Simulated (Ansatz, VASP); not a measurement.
**AlNi3: VASP beside Ansatz**

The input INCAR:

```
SYSTEM = AlNi3
PREC = Accurate
ENCUT = 520
EDIFF = 1E-6
ISMEAR = 0
SIGMA = 0.01
LREAL = .FALSE.
LASPH = .TRUE.
NELM = 100
ALGO = Normal
ISIF = 2
LWAVE = .FALSE.
LCHARG = .FALSE.
GGA = PE
NBANDS = 24
```

KPOINTS

```
Automatic mesh
0
G
  14 14 14
  0 0 0
```

The input POSCAR:

```
AlNi3
1.0
    0.0000000000      2.8018887551      2.8018887551
    2.8018887551      0.0000000000      2.8018887551
    2.8018887551      2.8018887551      0.0000000000
Al Ni
1 3
Direct
    0.5000000000      0.5000000000      0.5000000000
    0.2500000000      0.2500000000      0.2500000000
    0.0000000000      0.0000000000      0.0000000000
    0.7500000000      0.7500000000      0.7500000000
```

Input for Ansatz:

```yaml
crystal:
  lattice:
    - [0.0, 2.8018887551, 2.8018887551]
    - [2.8018887551, 0.0, 2.8018887551]
    - [2.8018887551, 2.8018887551, 0.0]
  atoms:
    - { symbol: Al, position: [0.5, 0.5, 0.5] }
    - { symbol: Ni, position: [0.25, 0.25, 0.25] }
    - { symbol: Ni, position: [0.0, 0.0, 0.0] }
    - { symbol: Ni, position: [0.75, 0.75, 0.75] }
basis:
  ecutwfc: 420
kpoints:
  mp_grid: { grid: [14, 14, 14] }
hamiltonian:
  xc: pbe
scf:
  occupations: { method: gaussian, width: 0.01 }
output:
  forces: true
  stress: true
  eigenvalues: true
```

Alike in both runs: task single point; functional PBE; k mesh 14 × 14 × 14; occupations gaussian, width 0.01 eV; no spin polarisation.

|  | VASP | Ansatz |
| --- | --- | --- |
| version | VASP 6.6.1 | Ansatz 0.2.0 |
| potentials or method | VASP PAW PBE potentials, release 64 (Al, Ni), cutoff 520 eV | scalar-relativistic, plane waves, PAW |
| valence electrons in the cell | 33 | 57 |

|  | VASP | Ansatz | Ansatz less VASP |
| --- | --- | --- | --- |
| gap on the k mesh at the Fermi level (eV) | none | none | - |
| pressure (GPa) | 7.1 | 7.1 | -0.03 |

A gap of «none» marks a metal or a gap that the smearing closes. VASP's potentials hold 33 valence electrons a cell and Ansatz's 57, so a difference there can come from the potentials and not from the codes.
